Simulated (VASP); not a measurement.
Runs of VASP 6.6.1 on Ga3SbN2. The structure is that of space group P4/mmm (No. 123), or close to it. The cells are those of the table. 

| task | cell | k mesh | cutoff (eV) | gap on the mesh (eV) | pressure (GPa) | relaxed volume (Å³/atom) | largest force (eV/Å) |
| --- | --- | --- | --- | --- | --- | --- | --- |
| single point | a = 2.911, b = 2.911, c = 10.904 Å, 6 atoms | 6 × 6 × 2 | 520 | none | 0.1 | - | (a) |
| relaxation of cell and atoms | relaxed from a = 2.911, b = 2.911, c = 10.904 Å, 6 atoms | 12 × 12 × 4 | 600 | none | 0.0 | 15.43 | 0.01 |
| single point | a = 3.189, b = 3.189, c = 9.776 Å, 6 atoms | 6 × 6 × 2 | 520 | none | -5.0 | - | 2.80 |
| single point | a = 2.917, b = 2.917, c = 10.879 Å, 6 atoms | 12 × 12 × 4 | 520 | none | (b) | - | 0.02 |
| relaxation of cell and atoms | relaxed from a = 3.189, b = 3.189, c = 9.776 Å, 6 atoms | 6 × 6 × 2 | 600 | none | 0.1 | 15.38 | 0.01 |

Alike in all rows: level PBE; potentials or basis VASP PAW PBE potentials, release 64 (Ga_d, Sb, N); no spin polarisation; smearing gaussian 0.1 eV.

Fill in the values left out.

(a) 0.03; (b) 0.2.

Caveats: spin-orbit coupling is left out, which moves the levels of the heavy elements; forces of over 1 eV/Å act on the atoms, so gaps and moduli don't describe the material at rest (some runs).

A k mesh can miss the band edges, and the runs leave out spin-orbit coupling on Ga, Sb.

A gap of «none» marks levels without a gap at the run's occupations.
